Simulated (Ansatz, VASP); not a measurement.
# MnO in VASP and in Ansatz

```
Mn O
1.0
     0.27880    2.36978    2.36978
     2.36978    0.27880    2.36978
     2.36978    2.36978    0.27880
Mn O
1 1
Direct
  0.00000 0.00000 0.00000
  0.50000 0.50000 0.50000
```

Alike in both runs: task single point; functional PBEsol; k mesh 20 × 20 × 20; occupations gaussian, width 0.15 eV; collinear spin.

```csv
,VASP,Ansatz
version,VASP 6.6.1,Ansatz 0.2.0
potentials or method,"VASP PAW PBE potentials, release 64 (Mn_pv, O), cutoff 520 eV","scalar-relativistic, plane waves, PAW"
valence electrons in the cell,19,21
```

Ansatz gave:

- gap on the k mesh at the Fermi level (eV): none
- pressure (GPa): -10.7
- traceless stress, the component that is largest in VASP (GPa): -9.24
- net moment per atom (μB): 2.31
- size of the moment on the site where the two differ most (μB): 3.93

**Question.** What did VASP give for the same quantities?

**Answer.** gap on the k mesh at the Fermi level (eV): none; pressure (GPa): -10.4; traceless stress, the component that is largest in VASP (GPa): -9.28; net moment per atom (μB): 2.31; size of the moment on the site where the two differ most (μB): 4.20.

VASP's potentials were made for PBE, not for PBEsol. Site moments also hang on the region over which each program counts them. A gap of «none» marks a metal or a gap that the smearing closes. The functional is the same, so the differences come from potentials, cutoffs and numerics. VASP's potentials hold 19 valence electrons a cell and Ansatz's 21, so a difference there can come from the potentials and not from the codes.
